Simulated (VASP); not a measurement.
The system is P4C.

```
CELL_PARAMETERS angstrom
3.54674 -3.72432 0.00000
3.54674 3.72432 0.00000
0.00000 0.00000 3.18487
ATOMIC_POSITIONS crystal
P 0.81060 0.18940 0.50000
P 0.18940 0.81060 0.50000
P 0.28520 0.28520 0.00000
P 0.71480 0.71480 0.00000
C 0.00000 0.00000 0.00000
```

The cell was generated, and may not be a known phase.

| Property | Result |
| --- | --- |
| Program | VASP 6.6.1 |
| Task | relaxation of cell and atoms |
| Functional | PBE |
| Potentials or basis | VASP PAW PBE potentials, release 64 (P, C) |
| Cutoff | 600 eV |
| k mesh | 4 × 4 × 6 |
| Occupations | gaussian, width 0.1 eV |
| Spin | no spin polarisation |

At the start: pressure -10.7 GPa; volume 16.83 Å³/atom.

Question: How do energy, volume and symmetry change on relaxing?

Answer: Over 76 steps the energy falls by 556.3 meV/atom and the volume is 18.90 Å³/atom (+12.3 %); space group Cmmm (No. 65, to 0.1 Å) before and after.

Step by step:
```
step  energy change (eV)  largest force (eV/Å)  pressure (GPa)  volume (Å³)
   1              0.0000                0.5014          -10.70        84.14
   3             -0.5408                1.6813            1.60        71.96
   5             -0.8274                0.5471            2.75        68.08
   7             -0.8531                0.2200           -2.22        70.49
   9             -0.8703                0.1895           -0.50        69.43
  11             -0.8826                0.2537            0.38        68.80
  13             -0.9020                0.1084           -1.01        68.74
  15             -0.9163                0.1541           -0.95        67.89
  17             -0.9919                0.5639           10.20        61.62
  19             -0.9944                0.5134           10.53        61.45
  21             -0.9964                0.2740           11.88        60.69
  23             -1.0003                0.3460           11.41        60.95
  25             -1.0281                0.2860           11.04        61.12
  27             -1.1301                0.2078            9.53        61.80
  29             -1.3721                0.7498            3.97        64.49
  31             -1.3931                1.1048            1.05        66.64
  33             -1.4442                1.0677           -0.01        67.37
  35             -1.7035                0.9732            1.57        69.58
  37             -1.7255                0.5973            0.39        69.19
  39             -1.7765                1.1314            2.43        69.88
  41             -1.9447                1.2066            1.30        72.79
  43             -2.0143                1.7443            1.42        75.02
  45             -2.2963                1.5257           -2.48        79.00
  47             -2.3403                2.2723           -3.24        80.39
  49             -2.5221                2.1794           -0.90        81.91
  51             -2.6063                1.2072            0.88        82.13
  53             -2.6704                0.0176            1.55        82.94
  55             -2.6985                0.4158           -0.63        84.75
  57             -2.7143                0.0663            0.49        84.48
  59             -2.7319                0.2089            1.00        85.53
  61             -2.7437                0.4076            1.51        86.50
  63             -2.7520                0.1921            0.19        88.23
  65             -2.7544                0.1542            0.36        88.15
  67             -2.7670                0.0930           -0.32        90.54
  69             -2.7739                0.0215           -0.92        94.05
  71             -2.7768                0.2498           -0.42        94.78
  73             -2.7812                0.0644           -0.17        94.62
  75             -2.7816                0.0435           -0.07        94.56
  76             -2.7817                0.0181           -0.01        94.52
```

Final structure:
```cif
data_structure
_symmetry_space_group_name_H-M 'P 1'
_symmetry_Int_Tables_number 1
_cell_length_a 5.3171
_cell_length_b 5.3171
_cell_length_c 3.5761
_cell_angle_alpha 90.000
_cell_angle_beta 90.000
_cell_angle_gamma 110.795
_cell_volume 94.52
loop_
_atom_site_label
_atom_site_type_symbol
_atom_site_fract_x
_atom_site_fract_y
_atom_site_fract_z
_atom_site_occupancy
P1 P 0.62687 0.37313 0.50000 1
P2 P 0.37313 0.62687 0.50000 1
P3 P 0.27042 0.27042 0.00000 1
P4 P 0.72958 0.72958 0.00000 1
C1 C 0.00000 0.00000 0.00000 1
```
